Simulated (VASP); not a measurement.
Here is a VASP 6.6.1 calculation.

POSCAR

```
HfO2
1.0
    0.0000000000      2.5291823181      2.5291823181
    2.5291823181      0.0000000000      2.5291823181
    2.5291823181      2.5291823181      0.0000000000
Hf O
1 2
Direct
    0.0000000000      0.0000000000      0.0000000000
    0.2500000000      0.2500000000      0.2500000000
    0.7500000000      0.7500000000      0.7500000000
```

INCAR.step1

```
SYSTEM = HfO2
PREC = Accurate ; ENCUT = 520
EDIFF = 1E-5 ; ISMEAR = 0
SIGMA = 0.01 ; LREAL = .False.
LASPH = .True. ; NELM = 60
ALGO = Normal ; ISIF = 2
LWAVE = .True. ; LCHARG = .False.
GGA = PE ; NBANDS = 18
```

INCAR.step2

```
SYSTEM = HfO2
PREC = Accurate ; ENCUT = 520
EDIFF = 1E-6 ; ISMEAR = 0
SIGMA = 0.01 ; LREAL = .False.
LASPH = .True. ; NELM = 60
ALGO = Normal ; ISIF = 2
LWAVE = .False. ; LCHARG = .False.
GGA = PE ; LHFCALC = .True.
AEXX = 0.15 ; HFSCREEN = 0.1
PRECFOCK = Normal ; ISTART = 1
NBANDS = 18
```

The input KPOINTS:

```
regular mesh
0
Gamma
  4 4 4
  0 0 0
```

Potentials or basis: VASP PAW PBE potentials, release 64 (Hf_pv, O).

Run with:

```bash
$ cat potpaw_PBE.64/Hf_pv/POTCAR potpaw_PBE.64/O/POTCAR > POTCAR
$ cp INCAR.step1 INCAR
$ mpirun -np 1 vasp_std > vasp.out
$ cp INCAR.step2 INCAR
$ mpirun -np 1 vasp_std > vasp.out
```

**Question.** Predict the pressure.

**Answer.** -2.6 GPa.

**Question.** Estimate the band gap on the k mesh.

**Answer.** 4.96 eV, direct.

Caveat: the k points lie up to 0.54 Å⁻¹ apart; the PAW data sets were made with another functional, which shifts forces and pressure a little; spin-orbit coupling is left out, which moves the levels of the heavy elements. A k mesh can miss the band edges.
